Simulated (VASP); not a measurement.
# In: single point with LDA

The system is In.

```xyz
1
Lattice="-1.8825 1.8825 1.8825 1.8825 -1.8825 1.8825 1.8825 1.8825 -1.8825" Properties=species:S:1:pos:R:3 pbc="T T T"
In    0.0000    0.0000    0.0000
```

This isn't the form of In at room conditions, which is tetragonal.

* Program: VASP 6.6.1
* Task: single point
* Functional: LDA
* Potentials or basis: VASP PAW LDA potentials, release 64 (In_d)
* Cutoff: 520 eV
* k mesh: 8 × 8 × 8
* Occupations: methfessel-paxton, width 0.05 eV
* Spin: non-collinear spin, zero start, spin-orbit coupling
* Starting moments: [[0.0, 0.0, 0.0]] μB
* Dipole correction: no
* Further INCAR settings: ALGO = Normal; EDIFF = 1e-06; NBANDS = 24

The pressure is -2.9 GPa, the net moment is 0.00 μB per cell and the valence electrons inside the program's atomic spheres are In 11.35.

Moments on the atoms (μB; x, y, z):
```
In  0.00 0.00 0.00
```

It took 40 s on 1 thread of Intel Xeon 8259CL (shared host), peak memory 0.18 GiB.
